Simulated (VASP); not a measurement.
Write the native input for VASP 6.6.1 that does the following.

| Property | Result |
| --- | --- |
| Task | single point |
| Functional | LDA |
| Potentials or basis | VASP PAW LDA potentials, release 64 (Mg, F) |
| Cutoff | 600 eV |
| k mesh | 7 × 7 × 10 |
| Occupations | fermi-dirac, width 0.1 eV |
| Spin | no spin polarisation |
| Dipole correction | no |
| Further INCAR settings | ALGO = Normal; EDIFF = 1e-06; NBANDS = 25 |

The structure of MgF2 (rutile type) lies in POSCAR:

```
MgF2
1.0
    4.2120035401      0.0000000000      0.0000000000
    0.0000000000      4.2120035401      0.0000000000
    0.0000000000      0.0000000000      2.8194433366
Mg F
2 4
Direct
    0.0000000000      0.0000000000      0.0000000000
    0.5000000000      0.5000000000      0.5000000000
    0.3009629877      0.3009629877      0.0000000000
    0.6990370123      0.6990370123      0.0000000000
    0.8009629877      0.1990370123      0.5000000000
    0.1990370123      0.8009629877      0.5000000000
```

This cell differs from its parent crystal: volume scaled by 0.8.

One way to write it, as run:

INCAR

```
SYSTEM = MgF2
  PREC = Accurate
  ENCUT = 600
  EDIFF = 1E-6
  ISMEAR = -1
  SIGMA = 0.1
  LREAL = .False.
  LASPH = .True.
  NELM = 120
  ALGO = Normal
  ISIF = 2
  LWAVE = .False.
  LCHARG = .False.
  NBANDS = 25
  GGA_COMPAT = .False.
```

KPOINTS

```
regular mesh
0
Gamma
  7 7 10
  0 0 0
```

Potentials or basis: VASP PAW LDA potentials, release 64 (Mg, F).

Command:

```sh
$ cat potpaw_LDA.64/Mg/POTCAR potpaw_LDA.64/F/POTCAR > POTCAR
$ mpirun -np 1 vasp_std > vasp.out
```

Results of the run:

```yaml
Pressure: 39.3 GPa
Largest_force: 0.017 eV/Å
Band_gap_on_the_k_mesh: 8.78 eV, direct
```

It took 34 s on 1 thread of AMD EPYC 9R45 96-Core Processor (Zen 5) (shared host), peak memory 0.17 GiB.
